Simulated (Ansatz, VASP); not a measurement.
**One calculation of CsH, two programs**

```
Cs H
1.0
     0.05978    3.18800    3.18800
     3.18800    0.05978    3.18800
     3.24777    3.24777    0.00000
Cs H
1 1
Direct
  0.00000 0.00000 0.00000
  0.50000 0.50000 0.50000
```

Change from the starting cell: strain +0.0375 x Voigt [0, 0, 0, 0, 0, 1], atoms carried along.

Alike in both runs: task single point; functional LDA; k mesh 8 × 8 × 8; occupations gaussian, width 0.05 eV; no spin polarisation.

|  | VASP | Ansatz |
| --- | --- | --- |
| version | VASP 6.6.1 | Ansatz 0.2.0 |
| potentials or method | VASP PAW LDA potentials, release 64 (Cs_sv, H), cutoff 520 eV | scalar-relativistic, plane waves, PAW |
| valence electrons in the cell | 10 | 10 |

```csv
,VASP,Ansatz,Ansatz less VASP
gap on the k mesh at the Fermi level (eV),1.91,1.93,+0.018
least direct gap on the mesh (eV),1.94,1.95,+0.018
pressure (GPa),-1.2,-1.3,-0.02
"traceless stress, the component that is largest in VASP (GPa)",-0.21,-0.21,0.000
```

LDA's correlation is that of Perdew and Zunger in VASP and of Perdew and Wang (1992) in Ansatz.

Neither program's run includes spin-orbit coupling.
